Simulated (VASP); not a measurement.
The system is BN.

```xyz
2
Lattice="0.0000 3.2929 2.1633 1.2510 0.0000 2.1633 1.2510 3.2929 0.0000" Properties=species:S:1:pos:R:3 pbc="T T T"
B     1.2510    3.2929    0.0005
N     1.2510    3.2929    2.8840
```

Program: VASP 6.6.1. Alike in all runs: task single point; no spin polarisation; cell as given; cutoff (eV) 520; smearing gaussian 0.01 eV.

**Question.** Order these runs on this cell by their pressure, lowest first.
A. level PBE; potentials or basis VASP PAW PBE potentials, release 64 (B, N); k mesh 6 × 6 × 6
B. level r2SCAN; potentials or basis VASP PAW PBE potentials, release 64 (B, N); k mesh 12 × 12 × 12
C. level LDA; potentials or basis VASP PAW LDA potentials, release 64 (B, N); k mesh 12 × 12 × 12

**Answer.** C (-3.0 GPa), B (1.1 GPa), A (4.7 GPa).

Caveats: some runs use coarse meshes; the PAW data sets were made with another functional, which shifts forces and pressure a little (some runs).
